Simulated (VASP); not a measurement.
Cd: single point with LDA

Cd:

```
Cd
1.0
     0.00000    3.06816    3.06816
     3.06816    0.00000    3.06816
     3.06816    3.06816    0.00000
Cd
2
Direct
  0.76250 0.91250 0.91250
  0.23750 0.08750 0.08750
```

This cell differs from its parent crystal: shortest bond scaled by 0.7.

* Program: VASP 6.6.1
* Task: single point
* Functional: LDA
* Potentials or basis: VASP PAW LDA potentials, release 64 (Cd)
* Cutoff: 520 eV
* k mesh: 9 × 9 × 9
* Occupations: fermi-dirac, width 0.05 eV
* Spin: no spin polarisation

The pressure is 47.0 GPa, the largest force is 29.887 eV/Å and the band gap on the k mesh is zero (bands 12 and 13 overlap by 4.98 eV).

Forces in eV/Å, atoms in the order of the input:
```
Cd  -17.255  17.255  17.255
Cd   17.255 -17.255 -17.255
```

Stress tensor (GPa, compression positive):
```
 46.98 -51.62 -51.62
-51.62  46.98  51.62
-51.62  51.62  46.98
```

Levels at points of the mesh, in eV from the Fermi level:
```
           k point  band 10  band 11  band 12  band 13  band 14  band 15
(0.00, 0.00, 0.00)    -7.53    -7.26     4.25     5.34     5.34     6.48
```

It took 56 s on 1 thread of Intel Xeon 8259CL, on a shared host, peak memory 0.2 GiB.

Caveat: the cell differs from its parent crystal (shortest bond scaled by 0.7); atoms lie so close that the PAW spheres overlap strongly, which falsifies energies and pressures; the cell stands under pressure; forces of over 1 eV/Å act on the atoms, so gaps and moduli don't describe the material at rest.
